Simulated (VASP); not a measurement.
# Se (Im-3m) in VASP: further runs

Runs on Se. Level: PBEsol. Tasks: single point, relaxation of cell and atoms.

Everything below comes from runs of VASP 6.6.1. Logs are shortened: lines on timing, memory, paths and dates and some standing lists are left out, and cuts for length are marked.

### Step 1. The cell of the first run

The structure is cubic, space group Im-3m (No. 229). The conventional cell has a = 2.770 Å, b = 2.770 Å, c = 2.770 Å, α = 90.00°, β = 90.00°, γ = 90.00°. Se (site symmetry m-3m) has 14 Se at 2.40 to 2.77 Å within 3.2 Å.

This isn't the form of Se at room conditions, which is trigonal, of chains.

### Step 2. Single point, PBEsol

INCAR

```
PREC = Accurate ; ENCUT = 500
EDIFF = 1E-6 ; ISMEAR = 0
SIGMA = 0.1 ; LREAL = F
LASPH = T ; NELM = 120
ALGO = Normal ; ISIF = 2
LWAVE = F ; LCHARG = F
GGA = PS ; NBANDS = 9
GGA_COMPAT = F
```

KPOINTS

```
regular mesh
0
Gamma
  8 8 8
```

POSCAR

```
Se
1.0
   -1.3851748178      1.3851748178      1.3851748178
    1.3851748178     -1.3851748178      1.3851748178
    1.3851748178      1.3851748178     -1.3851748178
Se
1
Direct
    0.0000000000      0.0000000000      0.0000000000
```

Potentials or basis: VASP PAW PBE potentials, release 64 (Se).

Started as:

```sh
cat potpaw_PBE.64/Se/POTCAR > POTCAR
mpirun -np 1 vasp_std > vasp.out
```

OUTCAR:

```text
PREC = Accurate
   ENCUT = 500
   EDIFF = 1E-6
   ISMEAR = 0
   LREAL = F
   LASPH = T
   NELM = 120
   ISIF = 2
   GGA = PS

 ion  position               nearest neighbor table
   1  0.000  0.000  0.000-

  LATTYP: Found a body centered cubic cell.
 ALAT       =     2.7703496356

  Lattice vectors:

 A1 = (  -1.3851748178,   1.3851748178,   1.3851748178)
 A2 = (   1.3851748178,  -1.3851748178,   1.3851748178)
 A3 = (   1.3851748178,   1.3851748178,  -1.3851748178)

Analysis of symmetry for initial positions (statically):
=====================================================================
 Subroutine PRICEL returns:
 Original cell was already a primitive cell.

 Routine SETGRP: Setting up the symmetry group for a
 body centered cubic supercell.

 Subroutine GETGRP returns: Found 48 space group operations
 (whereof 48 operations were pure point group operations)
 out of a pool of 48 trial point group operations.

The static configuration has the point symmetry O_h .

Analysis of symmetry for dynamics (positions and initial velocities):
=====================================================================
 Subroutine PRICEL returns:
 Original cell was already a primitive cell.

 Routine SETGRP: Setting up the symmetry group for a
 body centered cubic supercell.

 Subroutine GETGRP returns: Found 48 space group operations
 (whereof 48 operations were pure point group operations)
 out of a pool of 48 trial point group operations.

The dynamic configuration has the point symmetry O_h .

 Subroutine INISYM returns: Found 48 space group operations
 (whereof 48 operations are pure point group operations),
 and found     1 'primitive' translations

----------------------------------------------------------------------------------------

                                     Primitive cell

  volume of cell :      10.6310

  direct lattice vectors                    reciprocal lattice vectors
    -1.385174818  1.385174818  1.385174818     0.000000000  0.360965268  0.360965268
     1.385174818 -1.385174818  1.385174818     0.360965268  0.000000000  0.360965268
     1.385174818  1.385174818 -1.385174818     0.360965268  0.360965268  0.000000000

  length of vectors
     2.399193162  2.399193162  2.399193162     0.510481978  0.510481978  0.510481978

  position of ions in fractional coordinates (direct lattice)
     0.000000000  0.000000000  0.000000000

  ion indices of the primitive-cell ions
   primitive index   ion index
                 1           1

----------------------------------------------------------------------------------------

 KPOINTS: regular mesh

Automatic generation of k-mesh.
 Grid dimensions read from file:
 generate k-points for:    8    8    8

 Generating k-lattice:

  Cartesian coordinates                     Fractional coordinates (reciprocal lattice)
     0.000000000  0.045120659  0.045120659     0.125000000  0.000000000  0.000000000
     0.045120659  0.000000000  0.045120659     0.000000000  0.125000000  0.000000000
     0.045120659  0.045120659  0.000000000     0.000000000  0.000000000  0.125000000

  Length of vectors
     0.063810247  0.063810247  0.063810247

  Shift w.r.t. Gamma in fractional coordinates (k-lattice)
     0.000000000  0.000000000  0.000000000

 Subroutine IBZKPT returns following result:
 ===========================================

 Found     29 irreducible k-points:

 Following reciprocal coordinates:
            Coordinates               Weight
  0.000000  0.000000  0.000000      1.000000
  0.125000  0.000000  0.000000     12.000000
  0.250000  0.000000  0.000000     12.000000
  0.375000  0.000000  0.000000     12.000000
  0.500000  0.000000  0.000000      6.000000
  0.125000  0.125000  0.000000     24.000000
[... 16 lines left out ...]
 -0.250000  0.250000  0.250000      6.000000
 -0.375000  0.375000  0.250000     24.000000
 [... further k-points ...]
   k-points           NKPTS =     29   k-points in BZ     NKDIM =     29   number of bands    NBANDS=      9
   number of dos      NEDOS =    301   number of ions     NIONS =      1
   total plane-waves  NPLWV =   5832
   dimension x,y,z NGX =    18 NGY =   18 NGZ =   18
   dimension x,y,z NGXF=    36 NGYF=   36 NGZF=   36
   ions per type =               1
   NGX,Y,Z   is equivalent  to a cutoff of  12.47, 12.47, 12.47 a.u.
   NGXF,Y,Z  is equivalent  to a cutoff of  24.95, 24.95, 24.95 a.u.
 SYSTEM =  unknown system
   PREC   = accura    normal or accurate (medium, high low for compatibility)
   ISTART =      0    job   : 0-new  1-cont  2-samecut
   ICHARG =      2    charge: 1-file 2-atom 10-const
   ISPIN  =      1    spin polarized calculation?
   LNONCOLLINEAR =      F non collinear calculations
   LSORBIT =      F    spin-orbit coupling
   LASPH  =      T    aspherical Exc in radial PAW
   ENCUT  =  500.0 eV  36.75 Ry    6.06 a.u.   4.37  4.37  4.37*2*pi/ulx,y,z
   NELM   =    120;   NELMIN=  2; NELMDL= -5     # of ELM steps
   EDIFF  = 0.1E-05   stopping-criterion for ELM
   LREAL  =      F    real-space projection
   EDIFFG = 0.1E-04   stopping-criterion for IOM
   NSW    =      0    number of steps for IOM
   IBRION =     -1    ionic relax: 0-MD 1-quasi-New 2-CG
   NFREE  =      0    steps in history (QN), initial steepest desc. (CG)
   ISIF   =      2    stress and relaxation
   ISYM   =      2    0-nonsym 1-usesym 2-fastsym
   POTIM  = 0.5000    time-step for ionic-motion
   TEBEG  =    0.0;   TEEND  =   0.0 temperature during run
   PSTRESS=    0.0 pullay stress
   NELECT =       6.0000    total number of electrons
   NUPDOWN=      -1.0000    fix difference up-down
   EMIN   =  10.00;   EMAX   =-10.00  energy-range for DOS
   EFERMI =   0.00;   METHOD = LEGACY
   ISMEAR =     0;   SIGMA  =   0.10  broadening in eV -4-tet -1-fermi 0-gaus
   EFERMI_NEDOS =   21; number of points for ismear=-14 and -15
   IALGO  =     38    algorithm
   IMIX   =      4    mixing-type and parameters
     AMIX     =   0.40;   BMIX     =  1.00
     AMIX_MAG =   1.60;   BMIX_MAG =  1.00
  volume/ion in A,a.u.               =      10.63        71.74
  Fermi-wavevector in a.u.,A,eV,Ry     =   1.352905  2.556620 24.903453  1.830352
  Thomas-Fermi vector in A             =   2.480205
   LORBIT       =      0    0 simple, 1 ext, 2 COOP (PROOUT), +10 PAW based schemes
   GGA     = PS    functional components
   LHFCALC =     F    Hartree Fock is set to
   AEXX    =    0.0000 exact exchange contribution
   IVDW    =     0    specifies the selected vdW correction
   LEPSILON=     F    determine dielectric tensor
   LRPA    =     F    only Hartree local field effects (RPA)
 non-spin polarized calculation
 Gauss-broadening in eV      SIGMA  =   0.10
  energy-cutoff  :      500.00
  volume of cell :       10.63
 maximum number of plane-waves:       277
 NGX is ok and might be reduce to    18
   NGX =  9   NGY =  9   NGZ =  9

 number of electron       6.0000001 magnetization

 Free energy of the ion-electron system (eV)
  ---------------------------------------------------
  ext. energy  EPLUGINS =         0.00000000
  ---------------------------------------------------
  free energy    TOTEN  =        -0.43457451 eV

  energy without entropy =       -0.43159554  energy(sigma->0) =       -0.43308503

 E-fermi :  16.0506     XC(G=0): -13.8359

 val. band max:       15.9590487054   @ k =   0.5000   0.5000   0.5000
 cond. band min:      16.1020552260   @ k =   0.1250   0.1250   0.0000
 fundamental gap:      0.1430065206
 Fermi energy:        16.0506156440

 k-point     1 :       0.0000    0.0000    0.0000
  band No.  band energies     occupation
      1      -8.6856      2.00000
      2      24.1335      0.00000
      3      24.1335      0.00000
      4      24.1335      0.00000
      5      30.2897      0.00000
      6      30.2897      0.00000
      7      30.2897      0.00000
      8      34.0837      0.00000
      9      34.0837      0.00000

 k-point     2 :       0.1250    0.0000    0.0000
  band No.  band energies     occupation
      1      -8.0739      2.00000
      2      19.9669      0.00000
      3      21.9739      0.00000
      4      23.4585      0.00000
      5      27.9751      0.00000
      6      28.6180      0.00000
      7      32.3611      0.00000
      8      32.8460      0.00000
      9      33.4444      0.00000

 k-point     3 :       0.2500    0.0000    0.0000
  band No.  band energies     occupation
      1      -6.2413      2.00000
      2      13.1076      2.00000
      3      19.1546      0.00000
      4      21.9471      0.00000
      5      25.4023      0.00000
      6      26.2168      0.00000
      7      33.0629      0.00000
      8      34.8609      0.00000
      9      39.2698      0.00000

 k-point     4 :       0.3750    0.0000    0.0000
  band No.  band energies     occupation
      1      -3.2142      2.00000
      2       6.7222      2.00000
      3      17.2926      0.00000
      4      20.6638      0.00000
      5      23.8068      0.00000
      6      24.7774      0.00000
      7      35.5977      0.00000
      8      37.6498      0.00000
      9      44.4847      0.00000
[... 205 lines left out ...]
 k-point    22 :       0.2500    0.2500    0.2500
  band No.  band energies     occupation
      1       3.2098      2.00000
      2       7.2363      2.00000
      3       7.2363      2.00000
      4       7.2363      2.00000
      5      40.4362      0.00000
      6      40.4362      0.00000
      7      40.4362      0.00000
      8      42.5845      0.00000
      9      42.5845      0.00000

 k-point    23 :      -0.2500    0.2500    0.2500
  band No.  band energies     occupation
      1      -3.8116      2.00000
      2      14.2583      2.00000
      3      14.2583      2.00000
      4      15.1231      2.00000
      5      20.5028      0.00000
      6      34.4609      0.00000
      7      34.6200      0.00000
      8      34.6337      0.00000
      9      34.6337      0.00000

 k-point    24 :      -0.3750    0.3750    0.2500
  band No.  band energies     occupation
      1      -0.8174      2.00000
      2       8.8928      2.00000
      3      12.4376      2.00000
      4      15.1897      2.00000
      5      20.5276      0.00000
      6      29.0721      0.00000
      7      32.9259      0.00000
      8      35.5131      0.00000
      9      41.7219      0.00000

 [... further k-points ...]

------------------------ aborting loop because EDIFF is reached ----------------------------------------

  FORCE on cell =-STRESS in cart. coord.  units (eV):
  Direction    XX          YY          ZZ          XY          YZ          ZX
  --------------------------------------------------------------------------------------
  -------------------------------------------------------------------------------------
  Total       12.4522725     12.4522725     12.4522725     -0.0000000      0.0000000      0.0000000
  in kB     1876.6593397   1876.6593397   1876.6593397     -0.0000000      0.0000000      0.0000000
  external PRESSURE =    1876.6593397 kB  Pullay stress =       0.0000000 kB

 VOLUME and BASIS-vectors are now :
 -----------------------------------------------------------------------------
  energy-cutoff  :      500.00
  volume of cell :       10.63
      direct lattice vectors                 reciprocal lattice vectors
    -1.385174818  1.385174818  1.385174818     0.000000000  0.360965268  0.360965268
     1.385174818 -1.385174818  1.385174818     0.360965268  0.000000000  0.360965268
     1.385174818  1.385174818 -1.385174818     0.360965268  0.360965268  0.000000000

 POSITION                                       TOTAL-FORCE (eV/Angst)
 -----------------------------------------------------------------------------------
      0.00000      0.00000      0.00000         0.000000      0.000000      0.000000
 -----------------------------------------------------------------------------------
    total drift:                                0.000000     -0.000000      0.000000

  FREE ENERGIE OF THE ION-ELECTRON SYSTEM (eV)
  ---------------------------------------------------
  free  energy   TOTEN  =        -0.4345745107 eV

  energy  without entropy=       -0.4315955417  energy(sigma->0) =       -0.43308503
```

Wall time 1.8 s (1 thread of Intel Xeon 6975P-C (Granite Rapids), shared host); peak memory 0.11 GiB.

What came out:

- Free energy: -0.4346 eV
- Pressure: 187.7 GPa
- Band gap on the k mesh: zero (bands 3 and 4 overlap by 16.90 eV)

Levels at points of the mesh, in eV from the Fermi level:
| k point | band 1 | band 2 | band 3 | band 4 | band 5 | band 6 |
| --- | --- | --- | --- | --- | --- | --- |
| (0.00, 0.00, 0.00) | -24.74 | 8.08 | 8.08 | 8.08 | 14.24 | 14.24 |
| (0.50, 0.00, 0.00) | -15.88 | -13.86 | 0.60 | 4.14 | 7.22 | 8.25 |
| (0.50, 0.50, 0.50) | -7.53 | -6.69 | -6.69 | -6.69 | -0.09 | -0.09 |

Caveat: the k points lie up to 0.40 Å⁻¹ apart, too coarse for converged energies and pressures of a metal; the PAW data sets were made with another functional, which shifts forces and pressure a little.

### Step 3. Single point, PBEsol

INCAR

```
PREC = Accurate
ENCUT = 500
EDIFF = 1E-6
ISMEAR = 0
SIGMA = 0.1
LREAL = F
LASPH = T
NELM = 120
ALGO = Normal
ISIF = 2
LWAVE = F
LCHARG = T
GGA = PS
LELF = T
LVHAR = T
NBANDS = 9
GGA_COMPAT = F
```

KPOINTS

```
regular mesh
0
Gamma
  10 10 10
```

POSCAR is that of step 2.

Potentials or basis: VASP PAW PBE potentials, release 64 (Se).

Started as:

```sh
cat potpaw_PBE.64/Se/POTCAR > POTCAR
mpirun -np 1 vasp_std > vasp.out
```

Wall time 2.5 s (1 thread of Intel Xeon 6975P-C (Granite Rapids), shared host); peak memory 0.11 GiB.

It converged, with:

| Item | Value |
| --- | --- |
| Free energy | -0.3858 eV |
| Pressure | 189.4 GPa |
| Band gap on the k mesh | zero (bands 3 and 4 overlap by 14.78 eV) |

Levels at points of the mesh, in eV from the Fermi level:
| k point | band 1 | band 2 | band 3 | band 4 | band 5 | band 6 | band 7 | band 8 |
| --- | --- | --- | --- | --- | --- | --- | --- | --- |
| (0.00, 0.00, 0.00) | -24.87 | 7.95 | 7.95 | 7.95 | 14.11 | 14.11 | 14.11 | 17.90 |
| (0.50, 0.00, 0.00) | -16.01 | -14.00 | 0.47 | 4.01 | 7.09 | 8.12 | 22.47 | 24.36 |
| (0.50, 0.50, 0.50) | -7.66 | -6.82 | -6.82 | -6.82 | -0.23 | -0.23 | 30.92 | 30.92 |

Caveat: the cell stands under pressure; the PAW data sets were made with another functional, which shifts forces and pressure a little.

### Step 4. Relaxation of cell and atoms, PBEsol, target pressure 185 GPa, at which the enthalpy is minimised

INCAR

```
SYSTEM = Se
ALGO = Normal
EDIFF = 1E-7
EDIFFG = -0.05
ENCUT = 500
GGA = PS
GGA_COMPAT = .False.
IBRION = 2
ISIF = 3
ISMEAR = 0
LASPH = .True.
LCHARG = .False.
LREAL = .False.
LWAVE = .False.
NELM = 120
NELMIN = 4
NSW = 80
PREC = Accurate
PSTRESS = 1850.0
SIGMA = 0.1
```

KPOINTS

```
k-points
0
Gamma
  10 10 10
  0 0 0
```

POSCAR is that of step 3.

Started as:

```sh
cat potpaw_PBE.64/Se/POTCAR > POTCAR
mpirun -np 1 vasp_std > vasp.out
```

Wall time 4.4 s (1 thread of Intel Xeon 6975P-C (Granite Rapids), shared host); peak memory 0.12 GiB.

The run converged. Its results:

```yaml
Free_energy: -0.4627 eV
Relaxed_volume: 10.70 Å³/atom
Relaxed_cell: a = 2.404 Å, b = 2.404 Å, c = 2.404 Å, α = 109.47°, β = 109.47°, γ = 109.47°
Space_group_after_relaxing_to_0.1_Å: Im-3m (No. 229)
Energy_change_on_relaxing_the_run_minimises_the_enthalpy: -76.9 meV/atom
Ionic_steps: 3
Pressure_after_relaxing: 184.9 GPa
Band_gap_on_the_k_mesh: zero (bands 3 and 4 overlap by 14.66 eV)
```

Step by step:
```csv
step,energy change (eV),largest force (eV/Å),pressure (GPa),volume (Å³)
1,0.0000,0.0000,189.36,10.63
2,-0.4927,0.0000,161.40,11.08
3,-0.0769,0.0000,184.94,10.70
```

Final structure:
```
Se
1.0
    -1.38803    1.38803    1.38803
     1.38803   -1.38803    1.38803
     1.38803    1.38803   -1.38803
Se
1
Direct
  0.00000 0.00000 0.00000
```

Levels at points of the mesh, in eV from the Fermi level:
| k point | band 1 | band 2 | band 3 | band 4 | band 5 | band 6 | band 7 |
| --- | --- | --- | --- | --- | --- | --- | --- |
| (0.00, 0.00, 0.00) | -24.76 | 7.88 | 7.88 | 7.88 | 14.08 | 14.08 | 14.08 |
| (0.50, 0.00, 0.00) | -15.97 | -13.92 | 0.46 | 3.98 | 7.09 | 8.08 | 22.39 |
| (0.50, 0.50, 0.50) | -7.71 | -6.79 | -6.79 | -6.79 | -0.19 | -0.19 | 30.82 |

Caveat: the cell is relaxed towards a set pressure, so the run minimises the enthalpy, not the energy; the PAW data sets were made with another functional, which shifts forces and pressure a little.

(Continued in part 2 of 2.)
